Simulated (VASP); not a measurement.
## BaMg3H4: single point with PBE

Crystal: BaMg3H4.

```
CELL_PARAMETERS angstrom
3.96554 0.00000 0.00000
-1.98277 3.43426 0.00000
0.00000 0.00000 10.02494
ATOMIC_POSITIONS crystal
Ba 0.00000 0.00000 0.68495
Mg 0.00000 0.00000 0.18587
Mg 0.33333 0.66667 0.40191
Mg 0.66667 0.33333 0.97591
H 0.00000 0.00000 0.98587
H 0.33333 0.66667 0.19403
H 0.00000 0.00000 0.37332
H 0.66667 0.33333 0.79320
```

* Program: VASP 6.6.1
* Task: single point
* Functional: PBE
* Potentials or basis: VASP PAW PBE potentials, release 64 (Ba_sv, Mg, H)
* Cutoff: 520 eV
* k mesh: 6 × 6 × 1
* Occupations: gaussian, width 0.1 eV
* Spin: no spin polarisation

| Property | Result |
| --- | --- |
| Pressure | 0.1 GPa |
| Largest force | 0.040 eV/Å |
| Band gap on the k mesh | zero (bands 10 and 11 overlap by 1.25 eV) |

Forces on the atoms (eV/Å):
```
Ba   0.000  0.000 -0.040
Mg   0.000  0.000 -0.030
Mg   0.000  0.000 -0.028
Mg   0.000  0.000  0.026
H    0.000  0.000  0.032
H    0.000  0.000  0.001
H    0.000  0.000  0.011
H    0.000  0.000  0.028
```

Levels at points of the mesh, in eV from the Fermi level:
```csv
k point,band 6,band 7,band 8,band 9,band 10,band 11,band 12,band 13,band 14,band 15
"(0.00, 0.00, 0.00)",-6.54,-5.14,-3.59,-0.31,1.16,2.21,2.21,2.39,3.87,4.12
"(0.50, 0.00, 0.00)",-5.34,-4.82,-4.56,-1.46,-1.06,0.08,0.90,2.15,2.28,2.47
```

Run time: 15 s on 1 thread of Intel(R) Xeon(R) 6975P-C (Granite Rapids), with other jobs on the host, peak memory 0.24 GiB.

Caveat: the k points lie up to 0.63 Å⁻¹ apart, too coarse for converged energies and pressures of a metal; spin-orbit coupling is left out, which moves the levels of the heavy elements.
